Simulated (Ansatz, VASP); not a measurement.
**Two plane-wave programs on TaAs**

```
CELL_PARAMETERS angstrom
3.21959 0.00000 0.00000
0.00000 3.21959 0.00000
0.00000 0.00000 3.21120
ATOMIC_POSITIONS crystal
Ta 0.00000 0.00000 0.00000
As 0.50000 0.50000 0.50000
```

Change from the starting cell: species swapped into the FeNi type (P4/mmm, No. 123).

Alike in both runs: functional PBE; k mesh 6 × 6 × 5; occupations gaussian, width 0.2 eV; no spin polarisation.

Ansatz relaxed the structure, and its values are those at the end. VASP's run is a single point on that final structure, the one shown.

|  | VASP | Ansatz |
| --- | --- | --- |
| version | VASP 6.6.1 | Ansatz 0.2.0 |
| potentials or method | VASP PAW PBE potentials, release 64 (Ta_pv, As), cutoff 500 eV | scalar-relativistic, plane waves, PAW |
| valence electrons in the cell | 16 | 28 |

|  | VASP | Ansatz | Ansatz less VASP |
| --- | --- | --- | --- |
| gap on the k mesh at the Fermi level (eV) | none | none | - |
| pressure (GPa) | 0.2 | -0.2 | -0.40 |

A gap of «none» marks a metal or a gap that the smearing closes. VASP's potentials hold 16 valence electrons a cell and Ansatz's 28, so a difference there can come from the potentials and not from the codes.

The k mesh is coarse, so the values compare programs but aren't converged. Spin-orbit coupling is off throughout.
